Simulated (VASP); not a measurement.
# Sn8O15 (a cell with a defect) in VASP: notebook, part 2 of 2

VASP 6.6.1.

## (3) Single point, r2SCAN

The input, POSCAR:

```
Sn8O15
1.0
    0.0000000000      5.7509120000      5.2471140000
    4.7351460000      0.0000000000      5.2471140000
    4.7351460000      5.7509120000      0.0000000000
Sn O
8 15
Direct
    0.4491117853      0.3045974438      0.2073072592
    0.5614663153      0.7021053784      0.2710521505
    0.0532217285      0.2004150309      0.2927711546
    0.4640479978      0.2886815326      0.7057262060
    0.9657555264      0.7857956166      0.6925454726
    0.0404263868      0.2013256122      0.8020703266
    0.5245009272      0.7221543929      0.7697653222
    0.9118635829      0.7964059213      0.2354148658
    0.9904397044      0.0927170095      0.6278387809
    0.7756252380      0.1538088048      0.1065590005
    0.3593129023      0.2174869736      0.5428785039
    0.3855672504      0.0348720661      0.2373770161
    0.1221686005      0.4523772820      0.2728624720
    0.1594798948      0.2606358120      0.9596545952
    0.7198652733      0.3703989023      0.4015265097
    0.5161298314      0.3829298969      0.8816600989
    0.4770331265      0.6073551366      0.1223693815
    0.3072572663      0.6250727021      0.5865664018
    0.8694792487      0.7046346902      0.0161158716
    0.9013083779      0.5288259344      0.7123806575
    0.6311596349      0.9658717919      0.7744988685
    0.1664802725      0.8740693984      0.9367759424
    0.0265071278      0.9015816705      0.3662973419
```

The input, INCAR.step1:

```
SYSTEM = Sn8O15
PREC     = Accurate       ! precision mode
ENCUT    = 520            ! plane-wave cutoff, eV
ISMEAR   = 0              ! smearing method
SIGMA    = 0.05           ! smearing width, eV
LREAL    = Auto         
LASPH    = .True.         ! aspherical terms in the spheres
NELM     = 60             ! most SCF steps
NBANDS   = 118            ! bands
NELECT   = 204.0        
GGA      = PE             ! functional
ALGO     = Normal         ! electronic algorithm
EDIFF    = 1E-4           ! SCF threshold, eV
LWAVE    = .True.         ! write WAVECAR
LCHARG   = .False.        ! write CHGCAR
```

The input, INCAR.step2:

```
SYSTEM = Sn8O15
PREC     = Accurate       ! precision mode
ENCUT    = 520            ! plane-wave cutoff, eV
EDIFF    = 1E-6           ! SCF threshold, eV
ISMEAR   = 0              ! smearing method
SIGMA    = 0.05           ! smearing width, eV
LREAL    = Auto         
LASPH    = .True.         ! aspherical terms in the spheres
NELM     = 60             ! most SCF steps
ALGO     = Normal         ! electronic algorithm
ISIF     = 2              ! what is computed and relaxed
LWAVE    = .False.        ! write WAVECAR
LCHARG   = .True.         ! write CHGCAR
METAGGA  = R2SCAN         ! meta-GGA
LMIXTAU  = .True.       
LELF     = .True.         ! ELF
LVHAR    = .True.       
NBANDS   = 118            ! bands
NELECT   = 204.0        
ISTART   = 1
```

The input, KPOINTS:

```
Automatic mesh
0
Gamma
  2 2 2
  0 0 0
```

Potentials or basis: VASP PAW PBE potentials, release 64 (Sn_d, O).

On the command line:

```bash
cat potpaw_PBE.64/Sn_d/POTCAR potpaw_PBE.64/O/POTCAR > POTCAR
cp INCAR.step1 INCAR
mpirun -np 1 vasp_std > vasp.out
cp INCAR.step2 INCAR
mpirun -np 1 vasp_std > vasp.out
```

Run time: 14 min. Hardware: 1 thread of Intel Xeon 6975P-C (Granite Rapids), shared host; peak memory 0.55 GiB.

The run converged. Its results:

| Property | Result |
| --- | --- |
| Free energy | -310.4537 eV |
| Largest force | 0.124 eV/Å |

Forces in eV/Å, atoms in the order of the input:
```
Sn   0.018  0.013 -0.014
Sn   0.048  0.042  0.048
Sn  -0.003 -0.030  0.002
Sn  -0.018 -0.007  0.020
Sn  -0.016  0.004  0.002
Sn  -0.008 -0.020 -0.002
Sn  -0.072 -0.054  0.068
Sn   0.046  0.020 -0.113
O    0.017  0.001  0.006
O    0.007  0.057  0.012
O   -0.009 -0.001 -0.003
O   -0.023  0.001 -0.001
O    0.083 -0.031  0.020
O    0.020 -0.018 -0.011
O   -0.014 -0.025 -0.005
O    0.012  0.042  0.035
O   -0.017 -0.048  0.006
O    0.023 -0.010 -0.005
O    0.004  0.085  0.007
O    0.005 -0.035 -0.006
O    0.009  0.028 -0.038
O   -0.033  0.014 -0.016
O   -0.079 -0.029 -0.010
```

Levels at points of the mesh, in eV from the Fermi level:
| k point | band 100 | band 101 | band 102 | band 103 | band 104 | band 105 |
| --- | --- | --- | --- | --- | --- | --- |
| (0.00, 0.00, 0.00) | -3.48 | -3.38 | -0.31 | 0.17 | 1.20 | 2.89 |
| (0.50, 0.00, 0.00) | -3.54 | -2.49 | -0.72 | 0.52 | 1.74 | 2.14 |
| (0.50, 0.50, 0.50) | -3.46 | -2.42 | -0.47 | 0.50 | 1.88 | 2.11 |
| (0.00, 0.50, 0.00) | -3.46 | -2.46 | -0.17 | 0.54 | 1.06 | 2.41 |
| (0.00, 0.00, 0.50) | -3.51 | -2.42 | -1.02 | 1.29 | 1.54 | 2.48 |
| (0.50, 0.50, 0.00) | -3.50 | -2.51 | -0.59 | 0.88 | 2.00 | 2.55 |
| (0.50, 0.00, 0.50) | -3.48 | -2.35 | -0.50 | 0.49 | 1.69 | 1.72 |
| (0.00, 0.50, 0.50) | -3.48 | -2.40 | -0.64 | 0.90 | 1.98 | 2.23 |

Caveat: the k points lie up to 0.52 Å⁻¹ apart; the cell carries a net charge on a neutralising background, which shifts energy and pressure; the cell is charged against a uniform background, so pressure and absolute levels hang on convention; the PAW data sets were made with another functional, which shifts forces and pressure a little; spin-orbit coupling is left out, which moves the levels of the heavy elements.

## (4) Single point, r2SCAN

The input, POSCAR:

```
Sn8O15
1.0
    0.0000000000      5.7509120000      5.2471140000
    4.7351460000      0.0000000000      5.2471140000
    4.7351460000      5.7509120000      0.0000000000
Sn O
8 15
Direct
    0.4480153001      0.2973252814      0.2063694305
    0.5892794416      0.7013584215      0.2634399184
    0.0519271409      0.1932731731      0.2918962388
    0.4608197639      0.2964029685      0.6969699919
    0.9768514616      0.7753067724      0.7298088037
    0.0370120482      0.2089077089      0.7934115438
    0.5355779335      0.7118697110      0.8063810462
    0.9398881518      0.7956632389      0.2285453071
    0.9843453913      0.1149932166      0.6176412154
    0.7814025231      0.1268237895      0.0976484865
    0.3417210030      0.2369189884      0.5393935054
    0.3789208180      0.0454406501      0.2262202449
    0.1154202185      0.4630200441      0.2620298277
    0.1420753371      0.2799000574      0.9561807308
    0.7254092459      0.3440165375      0.3923007799
    0.5108935398      0.4048580524      0.8713032318
    0.4744233634      0.5964182459      0.1327898925
    0.3348253552      0.6236476263      0.5623730370
    0.6320535299      0.7925776102      0.4826441042
    0.8702676137      0.5318181805      0.7247764419
    0.6001566157      0.9687780406      0.7858508558
    0.1940491940      0.8725079649      0.9126302336
    0.0237733870      0.8904630867      0.3774108078
```

INCAR.step1, as its differences from that of step 3:

```diff
@@ -7,3 +7,3 @@
 LASPH    = .True.         ! aspherical terms in the spheres
-NELM     = 60             ! most SCF steps
+NELM     = 80             ! most SCF steps
 NBANDS   = 118            ! bands
```

INCAR.step2, as its differences from that of step 3:

```diff
@@ -8,3 +8,3 @@
 LASPH    = .True.         ! aspherical terms in the spheres
-NELM     = 60             ! most SCF steps
+NELM     = 80             ! most SCF steps
 ALGO     = Normal         ! electronic algorithm
@@ -12,7 +12,5 @@
 LWAVE    = .False.        ! write WAVECAR
-LCHARG   = .True.         ! write CHGCAR
+LCHARG   = .False.        ! write CHGCAR
 METAGGA  = R2SCAN         ! meta-GGA
 LMIXTAU  = .True.       
-LELF     = .True.         ! ELF
-LVHAR    = .True.       
 NBANDS   = 118            ! bands
```

KPOINTS is that of step 3.

On the command line:

```bash
cat potpaw_PBE.64/Sn_d/POTCAR potpaw_PBE.64/O/POTCAR > POTCAR
cp INCAR.step1 INCAR
mpirun -np 1 vasp_std > vasp.out
cp INCAR.step2 INCAR
mpirun -np 1 vasp_std > vasp.out
```

Wall time 19 min (1 thread of Intel Xeon 6975P-C (Granite Rapids), shared host); peak memory 0.54 GiB.

The run converged. Its results:

```
Free energy   : -310.4535 eV
Largest force : 0.132 eV/Å
```

Forces on the atoms (eV/Å):
```
Sn  -0.007  0.024 -0.002
Sn  -0.052 -0.014  0.120
Sn  -0.021 -0.010  0.015
Sn   0.010  0.020 -0.004
Sn   0.083  0.039 -0.076
Sn   0.008  0.031 -0.014
Sn   0.010 -0.008 -0.009
Sn  -0.067 -0.066 -0.037
O    0.001 -0.020 -0.019
O    0.026  0.014  0.013
O   -0.012  0.022  0.007
O   -0.071  0.022 -0.019
O   -0.001  0.004 -0.003
O    0.018  0.002  0.003
O   -0.017 -0.050 -0.011
O   -0.017 -0.003 -0.007
O    0.064  0.021 -0.007
O    0.034 -0.023  0.010
O    0.009 -0.070 -0.018
O   -0.005 -0.038  0.026
O    0.020  0.054  0.017
O   -0.017 -0.001  0.001
O    0.005  0.051  0.013
```

Levels at points of the mesh, in eV from the Fermi level:
```csv
k point,band 98,band 99,band 100,band 101,band 102,band 103,band 104,band 105,band 106,band 107
"(0.00, 0.00, 0.00)",-3.71,-3.53,-3.49,-3.39,-0.31,0.17,1.20,2.89,3.11,3.22
"(0.50, 0.00, 0.00)",-3.61,-3.56,-3.55,-2.50,-0.72,0.53,1.74,2.14,2.53,3.14
"(0.50, 0.50, 0.50)",-3.62,-3.57,-3.46,-2.42,-0.47,0.50,1.87,2.11,3.22,3.42
"(0.00, 0.50, 0.00)",-3.61,-3.55,-3.46,-2.46,-0.17,0.54,1.06,2.41,2.72,3.41
"(0.00, 0.00, 0.50)",-3.67,-3.55,-3.51,-2.42,-1.02,1.29,1.54,2.47,2.49,3.30
"(0.50, 0.50, 0.00)",-3.67,-3.56,-3.51,-2.51,-0.59,0.88,1.99,2.55,2.71,3.30
"(0.50, 0.00, 0.50)",-3.70,-3.53,-3.48,-2.35,-0.50,0.49,1.69,1.72,2.37,3.09
"(0.00, 0.50, 0.50)",-3.64,-3.53,-3.48,-2.40,-0.64,0.91,1.98,2.22,2.66,2.77
```

Caveat: the k points lie up to 0.52 Å⁻¹ apart; the cell carries a net charge on a neutralising background, which shifts energy and pressure; the cell is charged against a uniform background, so pressure and absolute levels hang on convention; the PAW data sets were made with another functional, which shifts forces and pressure a little; spin-orbit coupling is left out, which moves the levels of the heavy elements.

## (5) Single point, r2SCAN

The input, POSCAR:

```
Sn8O15
1.0
    0.0000000000      5.7509120000      5.2471140000
    4.7351460000      0.0000000000      5.2471140000
    4.7351460000      5.7509120000      0.0000000000
Sn O
8 15
Direct
    0.4615133657      0.2841443425      0.2013969692
    0.5426388411      0.7016156195      0.2681918584
    0.0384162812      0.2057688079      0.3013722601
    0.4583956223      0.2903754164      0.7030921556
    0.9430115726      0.7833071237      0.7688158732
    0.0398614776      0.2152395169      0.7905429869
    0.5554460499      0.7085775638      0.7546598950
    0.9844804264      0.7957570527      0.2107065283
    0.9750983400      0.1147217020      0.6288576934
    0.7947214798      0.1343338066      0.1010103623
    0.3550856447      0.2199462681      0.5379845327
    0.3690691681      0.0434265391      0.2324183873
    0.1249094568      0.4591531345      0.2612233861
    0.1433735213      0.2784696100      0.9609031569
    0.7118781540      0.3596222936      0.3934611382
    0.5288140962      0.3830467858      0.8674016692
    0.4626044806      0.5983158653      0.1151626631
    0.3057586389      0.6230565155      0.5885967260
    0.6837018063      0.7693722074      0.3925488823
    0.8885359135      0.5429033501      0.7120102260
    0.6112403439      0.9608895926      0.7746095873
    0.2046206557      0.8788425586      0.8938677232
    0.0232079770      0.8968608456      0.3901814124
```

The input, INCAR.step1:

```
PREC = Accurate
ENCUT = 520
ISMEAR = 0
SIGMA = 0.05
LREAL = Auto
LASPH = True
NELM = 100
NBANDS = 118
NELECT = 204.0
GGA = PE
ALGO = Normal
EDIFF = 1E-4
LWAVE = True
LCHARG = False
```

The input, INCAR.step2:

```
PREC = Accurate
ENCUT = 520
EDIFF = 1E-6
ISMEAR = 0
SIGMA = 0.05
LREAL = Auto
LASPH = True
NELM = 100
ALGO = Normal
ISIF = 2
LWAVE = False
LCHARG = True
METAGGA = R2SCAN
LMIXTAU = True
LELF = True
LVHAR = True
NBANDS = 118
NELECT = 204.0
ISTART = 1
```

The input, KPOINTS:

```
Automatic mesh
0
Gamma
  2 2 2
```

On the command line:

```bash
cat potpaw_PBE.64/Sn_d/POTCAR potpaw_PBE.64/O/POTCAR > POTCAR
cp INCAR.step1 INCAR
mpirun -np 1 vasp_std > vasp.out
cp INCAR.step2 INCAR
mpirun -np 1 vasp_std > vasp.out
```

It took 18 min on 1 thread of Intel Xeon 6975P-C (Granite Rapids), shared host; peak memory 0.55 GiB.

The run converged. Its results:

| Item | Value |
| --- | --- |
| Free energy | -309.5100 eV |
| Largest force | 1.649 eV/Å |

Forces on the atoms (eV/Å):
```
Sn   0.049 -0.069  0.008
Sn  -0.276  0.102  0.462
Sn  -0.101 -0.015 -0.009
Sn  -0.061 -0.117  0.028
Sn  -0.026  0.082  0.074
Sn  -0.033 -0.028  0.035
Sn   0.164  0.226 -0.112
Sn  -0.039 -0.120 -0.108
O   -0.012 -0.004 -0.074
O   -0.178 -0.042 -0.125
O   -0.004 -0.048  0.004
O   -0.013 -0.044  0.157
O   -0.020 -0.087 -0.057
O   -0.045 -0.072  0.004
O   -0.112  0.038 -0.043
O   -0.021 -0.213  0.305
O   -0.020 -0.235 -0.066
O    0.017 -0.074  0.128
O    1.218  0.958 -0.564
O    0.076 -0.241 -0.091
O   -0.208 -0.128 -0.095
O   -0.325  0.047  0.163
O   -0.029  0.082 -0.024
```

Levels at points of the mesh, in eV from the Fermi level:
```csv
k point,band 100,band 101,band 102,band 103,band 104,band 105
"(0.00, 0.00, 0.00)",-4.11,-3.94,-0.83,0.21,0.85,1.45
"(0.50, 0.00, 0.00)",-4.20,-2.97,-0.81,0.51,0.70,1.45
"(0.50, 0.50, 0.50)",-4.09,-2.73,-0.68,0.15,1.22,1.56
"(0.00, 0.50, 0.00)",-4.13,-2.85,0.01,0.10,0.48,1.42
"(0.00, 0.00, 0.50)",-4.16,-2.84,-0.91,-0.01,0.89,1.81
"(0.50, 0.50, 0.00)",-4.22,-2.91,-0.52,0.55,0.89,1.46
"(0.50, 0.00, 0.50)",-4.08,-2.71,-0.60,0.06,0.95,1.16
"(0.00, 0.50, 0.50)",-4.11,-2.78,-0.50,0.43,0.77,1.57
```

Caveat: the k points lie up to 0.52 Å⁻¹ apart; the cell carries a net charge on a neutralising background, which shifts energy and pressure; the cell is charged against a uniform background, so pressure and absolute levels hang on convention; the PAW data sets were made with another functional, which shifts forces and pressure a little; spin-orbit coupling is left out, which moves the levels of the heavy elements.
